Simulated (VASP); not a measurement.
# TiCo in VASP: notebook

The runs below take TiCo through single point, relaxation of cell and atoms, with PBE.

Program: VASP 6.6.1. These are calculated values, not measurements. Logs are shortened: lines on timing, memory, paths and dates and some standing lists are left out, and cuts for length are marked.

### 1 The cell of the first run

It takes space group P4/mmm (No. 123, tetragonal). The conventional cell has a = 3.015 Å, b = 3.015 Å, c = 2.959 Å, α = 90.00°, β = 90.00°, γ = 90.00°. Ti (site symmetry 4/mmm) has 8 Co at 2.60 Å and 6 Ti at 2.96 to 3.02 Å within 3.4 Å. Co (site symmetry 4/mmm) has 8 Ti at 2.60 Å and 6 Co at 2.96 to 3.02 Å within 3.4 Å.

### 2 Single point, PBE, collinear spin, ferromagnetic start (biaxial strain in the a-b plane: +1.0 %, then relaxed in part)

Input file INCAR:

```
PREC = Accurate ; ENCUT = 520
EDIFF = 1E-6 ; ISMEAR = 0
SIGMA = 0.1 ; LREAL = False
LASPH = True ; NELM = 150
ALGO = Normal ; ISIF = 2
LWAVE = False ; LCHARG = True
ISPIN = 2 ; MAGMOM = 0 1.09
LORBIT = 11 ; LMAXMIX = 4
GGA = PE ; LELF = True
LVHAR = True ; NBANDS = 22
```

Input file KPOINTS:

```
regular mesh
0
Gamma
  18 18 18
```

Input file POSCAR:

```
TiCo
1.0
    3.0154431599      0.0000000000      0.0000000000
    0.0000000000      3.0154431599      0.0000000000
    0.0000000000      0.0000000000      2.9590109262
Ti Co
1 1
Direct
    0.0000000000      0.0000000000      0.0000000000
    0.5000000000      0.5000000000      0.5000000000
```

Potentials or basis: VASP PAW PBE potentials, release 64 (Ti_sv, Co).

Started as:

```
$ cat potpaw_PBE.64/Ti_sv/POTCAR potpaw_PBE.64/Co/POTCAR > POTCAR
$ mpirun -np 1 vasp_std > vasp.out
```

OUTCAR:

```text
PREC = Accurate
   ENCUT = 520
   EDIFF = 1E-6
   ISMEAR = 0
   LREAL = False
   LASPH = True
   NELM = 150
   ISIF = 2
   ISPIN = 2
   LORBIT = 11
   GGA = PE

 ion  position               nearest neighbor table
   1  0.000  0.000  0.000-   2 2.60   2 2.60   2 2.60   2 2.60   2 2.60   2 2.60   2 2.60   2 2.60

   2  0.500  0.500  0.500-   1 2.60   1 2.60   1 2.60   1 2.60   1 2.60   1 2.60   1 2.60   1 2.60

  LATTYP: Found a simple tetragonal cell.
 ALAT       =     3.0154431599
 C/A-ratio  =     0.9812855920

  Lattice vectors:

 A1 = (   3.0154431599,   0.0000000000,   0.0000000000)
 A2 = (   0.0000000000,   3.0154431599,   0.0000000000)
 A3 = (   0.0000000000,   0.0000000000,   2.9590109262)

Analysis of symmetry for initial positions (statically):
=====================================================================
 Subroutine PRICEL returns:
 Original cell was already a primitive cell.

 Routine SETGRP: Setting up the symmetry group for a
 simple tetragonal supercell.

 Subroutine GETGRP returns: Found 16 space group operations
 (whereof 16 operations were pure point group operations)
 out of a pool of 16 trial point group operations.

The static configuration has the point symmetry D_4h.

Analysis of symmetry for dynamics (positions and initial velocities):
=====================================================================
 Subroutine PRICEL returns:
 Original cell was already a primitive cell.

 Routine SETGRP: Setting up the symmetry group for a
 simple tetragonal supercell.

 Subroutine GETGRP returns: Found 16 space group operations
 (whereof 16 operations were pure point group operations)
 out of a pool of 16 trial point group operations.

The dynamic configuration has the point symmetry D_4h.

Analysis of structural, dynamic, and magnetic symmetry:
=====================================================================
 Subroutine PRICEL returns:
 Original cell was already a primitive cell.

 Routine SETGRP: Setting up the symmetry group for a
 simple tetragonal supercell.

 Subroutine GETGRP returns: Found 16 space group operations
 (whereof 16 operations were pure point group operations)
 out of a pool of 16 trial point group operations.

The overall configuration has the point symmetry D_4h.

 Subroutine INISYM returns: Found 16 space group operations
 (whereof 16 operations are pure point group operations),
 and found     1 'primitive' translations

----------------------------------------------------------------------------------------

                                     Primitive cell

  volume of cell :      26.9060

  direct lattice vectors                    reciprocal lattice vectors
     3.015443160  0.000000000  0.000000000     0.331626214  0.000000000  0.000000000
     0.000000000  3.015443160  0.000000000     0.000000000  0.331626214  0.000000000
     0.000000000  0.000000000  2.959010926     0.000000000  0.000000000  0.337950763

  length of vectors
     3.015443160  3.015443160  2.959010926     0.331626214  0.331626214  0.337950763

  position of ions in fractional coordinates (direct lattice)
     0.000000000  0.000000000  0.000000000
     0.500000000  0.500000000  0.500000000

  ion indices of the primitive-cell ions
   primitive index   ion index
                 1           1
                 2           2

----------------------------------------------------------------------------------------

 KPOINTS: regular mesh

Automatic generation of k-mesh.
 Grid dimensions read from file:
 generate k-points for:   18   18   18

 Generating k-lattice:

  Cartesian coordinates                     Fractional coordinates (reciprocal lattice)
     0.018423679  0.000000000  0.000000000     0.055555556  0.000000000  0.000000000
     0.000000000  0.018423679  0.000000000     0.000000000  0.055555556  0.000000000
     0.000000000  0.000000000  0.018775042     0.000000000  0.000000000  0.055555556

  Length of vectors
     0.018423679  0.018423679  0.018775042

  Shift w.r.t. Gamma in fractional coordinates (k-lattice)
     0.000000000  0.000000000  0.000000000

 Subroutine IBZKPT returns following result:
 ===========================================

 Found    550 irreducible k-points:

 Following reciprocal coordinates:
            Coordinates               Weight
  0.000000  0.000000  0.000000      1.000000
  0.055556  0.000000  0.000000      4.000000
  0.111111  0.000000  0.000000      4.000000
  0.166667  0.000000  0.000000      4.000000
  0.222222  0.000000  0.000000      4.000000
  0.277778  0.000000  0.000000      4.000000
[... 16 lines left out ...]
  0.277778  0.111111  0.000000      8.000000
  0.333333  0.111111  0.000000      8.000000
 [... further k-points ...]
   k-points           NKPTS =    550   k-points in BZ     NKDIM =    550   number of bands    NBANDS=     22
   number of dos      NEDOS =    301   number of ions     NIONS =      2
   total plane-waves  NPLWV =  13824
   dimension x,y,z NGX =    24 NGY =   24 NGZ =   24
   dimension x,y,z NGXF=    48 NGYF=   48 NGZF=   48
   ions per type =               1   1
   NGX,Y,Z   is equivalent  to a cutoff of  13.23, 13.23, 13.48 a.u.
   NGXF,Y,Z  is equivalent  to a cutoff of  26.46, 26.46, 26.97 a.u.
 SYSTEM =  unknown system
   PREC   = accura    normal or accurate (medium, high low for compatibility)
   ISTART =      0    job   : 0-new  1-cont  2-samecut
   ICHARG =      2    charge: 1-file 2-atom 10-const
   ISPIN  =      2    spin polarized calculation?
   LNONCOLLINEAR =      F non collinear calculations
   LSORBIT =      F    spin-orbit coupling
   LASPH  =      T    aspherical Exc in radial PAW
   ENCUT  =  520.0 eV  38.22 Ry    6.18 a.u.   5.61  5.61  5.50*2*pi/ulx,y,z
   NELM   =    150;   NELMIN=  2; NELMDL= -5     # of ELM steps
   EDIFF  = 0.1E-05   stopping-criterion for ELM
   LREAL  =      F    real-space projection
   EDIFFG = 0.1E-04   stopping-criterion for IOM
   NSW    =      0    number of steps for IOM
   IBRION =     -1    ionic relax: 0-MD 1-quasi-New 2-CG
   NFREE  =      0    steps in history (QN), initial steepest desc. (CG)
   ISIF   =      2    stress and relaxation
   ISYM   =      2    0-nonsym 1-usesym 2-fastsym
   POTIM  = 0.5000    time-step for ionic-motion
   TEBEG  =    0.0;   TEEND  =   0.0 temperature during run
   PSTRESS=    0.0 pullay stress
   NELECT =      21.0000    total number of electrons
   NUPDOWN=      -1.0000    fix difference up-down
   EMIN   =  10.00;   EMAX   =-10.00  energy-range for DOS
   EFERMI =   0.00;   METHOD = LEGACY
   ISMEAR =     0;   SIGMA  =   0.10  broadening in eV -4-tet -1-fermi 0-gaus
   EFERMI_NEDOS =   21; number of points for ismear=-14 and -15
   IALGO  =     38    algorithm
   IMIX   =      4    mixing-type and parameters
     AMIX     =   0.40;   BMIX     =  1.00
     AMIX_MAG =   1.60;   BMIX_MAG =  1.00
  volume/ion in A,a.u.               =      13.45        90.79
  Fermi-wavevector in a.u.,A,eV,Ry     =   1.507295  2.848375 30.911603  2.271939
  Thomas-Fermi vector in A             =   2.617900
   LORBIT       =     11    0 simple, 1 ext, 2 COOP (PROOUT), +10 PAW based schemes
   GGA     = PE    functional components
   LHFCALC =     F    Hartree Fock is set to
   AEXX    =    0.0000 exact exchange contribution
   IVDW    =     0    specifies the selected vdW correction
   LEPSILON=     F    determine dielectric tensor
   LRPA    =     F    only Hartree local field effects (RPA)
 spin polarized calculation
 Gauss-broadening in eV      SIGMA  =   0.10
  energy-cutoff  :      520.00
  volume of cell :       26.91
 maximum number of plane-waves:       741
 NGX is ok and might be reduce to    24
   NGX = 11   NGY = 11   NGZ = 11

 number of electron      20.9999990 magnetization       0.8670133

 Free energy of the ion-electron system (eV)
  ---------------------------------------------------
  ext. energy  EPLUGINS =         0.00000000
  ---------------------------------------------------
  free energy    TOTEN  =       -15.67447865 eV

  energy without entropy =      -15.66553864  energy(sigma->0) =      -15.67000865

 E-fermi :   9.7921     XC(G=0): -12.5196

 val. band max:        9.7909903132   @ k =   0.5000   0.5000   0.2222
 cond. band min:       9.7922065345   @ k =   0.3889   0.3889   0.0000
 fundamental gap:      0.0012162214
 Fermi energy:         9.7920605127

 spin component 1

 k-point     1 :       0.0000    0.0000    0.0000
  band No.  band energies     occupation
      1     -47.3734      1.00000
      2     -23.4767      1.00000
      3     -23.4767      1.00000
      4     -23.4508      1.00000
      5       2.1543      1.00000
      6       5.6392      1.00000
[... 14 lines left out ...]
     21      28.9084      0.00000
     22      30.5249      0.00000

 k-point     2 :       0.0556    0.0000    0.0000
  band No.  band energies     occupation
      1     -47.3725      1.00000
      2     -23.4851      1.00000
      3     -23.4761      1.00000
      4     -23.4502      1.00000
      5       2.2143      1.00000
      6       5.6649      1.00000
[... 14 lines left out ...]
     21      29.0734      0.00000
     22      30.3588      0.00000

 k-point     3 :       0.1111    0.0000    0.0000
  band No.  band energies     occupation
      1     -47.3701      1.00000
      2     -23.5091      1.00000
      3     -23.4744      1.00000
      4     -23.4485      1.00000
      5       2.3925      1.00000
      6       5.7389      1.00000
[... 14 lines left out ...]
     21      29.6265      0.00000
     22      29.9600      0.00000
[... 476 lines left out ...]
 k-point    23 :       0.2778    0.1111    0.0000
  band No.  band energies     occupation
      1     -47.3538      1.00000
      2     -23.6335      1.00000
      3     -23.4957      1.00000
      4     -23.4367      1.00000
      5       3.7489      1.00000
      6       6.1834      1.00000
[... 14 lines left out ...]
     21      27.5338      0.00000
     22      29.2351      0.00000

 k-point    24 :       0.3333    0.1111    0.0000
  band No.  band energies     occupation
      1     -47.3492      1.00000
      2     -23.6771      1.00000
      3     -23.4921      1.00000
      4     -23.4334      1.00000
      5       4.2687      1.00000
      6       6.2739      1.00000
[... 14 lines left out ...]
     21      27.6130      0.00000
     22      28.7912      0.00000

 [... further k-points ...]

 spin component 2

 k-point     1 :       0.0000    0.0000    0.0000
  band No.  band energies     occupation
      1     -47.3924      1.00000
      2     -23.4986      1.00000
      3     -23.4986      1.00000
      4     -23.4672      1.00000
      5       2.1408      1.00000
      6       6.3172      1.00000
[... 14 lines left out ...]
     21      29.0695      0.00000
     22      30.4032      0.00000

 k-point     2 :       0.0556    0.0000    0.0000
  band No.  band energies     occupation
      1     -47.3916      1.00000
      2     -23.5070      1.00000
      3     -23.4980      1.00000
      4     -23.4666      1.00000
      5       2.2009      1.00000
      6       6.3449      1.00000
[... 14 lines left out ...]
     21      29.2334      0.00000
     22      30.2364      0.00000

 k-point     3 :       0.1111    0.0000    0.0000
  band No.  band energies     occupation
      1     -47.3891      1.00000
      2     -23.5313      1.00000
      3     -23.4963      1.00000
      4     -23.4649      1.00000
      5       2.3795      1.00000
      6       6.4235      1.00000
[... 14 lines left out ...]
     21      29.7778      0.00000
     22      29.8404      0.00000
[... 476 lines left out ...]
 k-point    23 :       0.2778    0.1111    0.0000
  band No.  band energies     occupation
      1     -47.3727      1.00000
      2     -23.6572      1.00000
      3     -23.5179      1.00000
      4     -23.4530      1.00000
      5       3.7469      1.00000
      6       6.8431      1.00000
[... 14 lines left out ...]
     21      27.5652      0.00000
     22      29.1335      0.00000

 k-point    24 :       0.3333    0.1111    0.0000
  band No.  band energies     occupation
      1     -47.3681      1.00000
      2     -23.7012      1.00000
      3     -23.5142      1.00000
      4     -23.4497      1.00000
      5       4.2809      1.00000
      6       6.8373      1.00000
[... 14 lines left out ...]
     21      27.6781      0.00000
     22      28.6840      0.00000

 [... further k-points ...]
[... 5 lines left out ...]
  --------------------------------------------------------------------------------------
  -------------------------------------------------------------------------------------
  Total       -0.5387539     -0.5387539     -0.0934149      0.0000000     -0.0000000      0.0000000
  in kB      -32.0813139    -32.0813139     -5.5626020      0.0000000     -0.0000000      0.0000000
  external PRESSURE =     -23.2417432 kB  Pullay stress =       0.0000000 kB

 VOLUME and BASIS-vectors are now :
 -----------------------------------------------------------------------------
  energy-cutoff  :      520.00
  volume of cell :       26.91
      direct lattice vectors                 reciprocal lattice vectors
     3.015443160  0.000000000  0.000000000     0.331626214  0.000000000  0.000000000
     0.000000000  3.015443160  0.000000000     0.000000000  0.331626214  0.000000000
     0.000000000  0.000000000  2.959010926     0.000000000  0.000000000  0.337950763

 POSITION                                       TOTAL-FORCE (eV/Angst)
 -----------------------------------------------------------------------------------
      0.00000      0.00000      0.00000         0.000000      0.000000      0.000000
      1.50772      1.50772      1.47951         0.000000      0.000000      0.000000
 -----------------------------------------------------------------------------------
    total drift:                                0.000000      0.000000     -0.000000

  FREE ENERGIE OF THE ION-ELECTRON SYSTEM (eV)
  ---------------------------------------------------
  free  energy   TOTEN  =       -15.6744786515 eV

  energy  without entropy=      -15.6655386443  energy(sigma->0) =      -15.67000865

 total charge

# of ion       s       p       d       tot
------------------------------------------
    1        2.245   6.177   1.849  10.271
    2        0.521   0.455   7.293   8.270
--------------------------------------------------
tot          2.766   6.631   9.142  18.540

 magnetization (x)

# of ion       s       p       d       tot
------------------------------------------
    1       -0.003  -0.013  -0.023  -0.039
    2        0.028  -0.006   0.938   0.961
--------------------------------------------------
tot          0.026  -0.019   0.915   0.922
```

Wall time 7.1 min (1 thread of Intel Xeon Platinum 8259CL at 2.50GHz (Skylake/Cascade Lake), shared host); peak memory 0.56 GiB.

Results:

```yaml
Free_energy: -15.6745 eV
Pressure: -2.3 GPa
Net_moment: 0.87 μB per cell
Site_moments: Ti -0.04; Co +0.96 μB
Valence_electrons_inside_the_program's_atomic_spheres: Ti 10.27; Co 8.27
```

Stress tensor (GPa, compression positive):
```
-3.21  0.00  0.00
 0.00 -3.21  0.00
 0.00  0.00 -0.56
```

Levels at points of the mesh, in eV from the Fermi level:
Spin up:
```csv
k point,band 8,band 9,band 10,band 11,band 12,band 13,band 14,band 15
"(0.00, 0.00, 0.00)",-1.92,-1.84,-1.84,0.41,0.52,2.61,2.64,2.64
"(0.50, 0.00, 0.00)",-2.00,-1.93,-1.51,-0.70,-0.70,0.62,0.79,2.23
"(0.50, 0.50, 0.00)",-2.62,-1.56,-0.87,0.53,0.53,0.97,2.43,2.43
"(0.00, 0.00, 0.50)",-2.00,-2.00,-1.55,-0.62,-0.51,0.58,0.58,2.17
"(0.50, 0.00, 0.50)",-2.74,-1.51,-0.76,0.66,0.68,1.14,2.36,2.42
"(0.50, 0.50, 0.50)",-2.08,-2.08,-1.99,-1.53,-1.47,3.11,3.20,6.83
```
Spin down:
| k point | band 6 | band 7 | band 8 | band 9 | band 10 | band 11 | band 12 | band 13 | band 14 | band 15 |
| --- | --- | --- | --- | --- | --- | --- | --- | --- | --- | --- |
| (0.00, 0.00, 0.00) | -3.47 | -3.42 | -1.37 | -1.27 | -1.27 | 0.96 | 1.08 | 2.71 | 2.73 | 2.73 |
| (0.50, 0.00, 0.00) | -3.82 | -1.82 | -1.40 | -1.33 | -0.86 | -0.81 | 0.54 | 0.61 | 0.78 | 2.23 |
| (0.50, 0.50, 0.00) | -3.64 | -2.17 | -2.17 | -0.02 | 0.23 | 0.49 | 0.49 | 1.13 | 2.61 | 2.61 |
| (0.00, 0.00, 0.50) | -3.72 | -1.80 | -1.41 | -1.41 | -0.90 | -0.74 | 0.58 | 0.58 | 0.71 | 2.17 |
| (0.50, 0.00, 0.50) | -3.65 | -2.30 | -2.30 | 0.02 | 0.35 | 0.61 | 0.66 | 1.29 | 2.56 | 2.61 |
| (0.50, 0.50, 0.50) | -2.30 | -2.26 | -2.08 | -2.08 | -2.00 | 0.02 | 0.08 | 3.03 | 3.13 | 7.13 |

Caveat: the cell differs from its parent crystal (biaxial strain in the a-b plane: +1.0 %, then relaxed in part).

(Continued in part 2 of 3.)
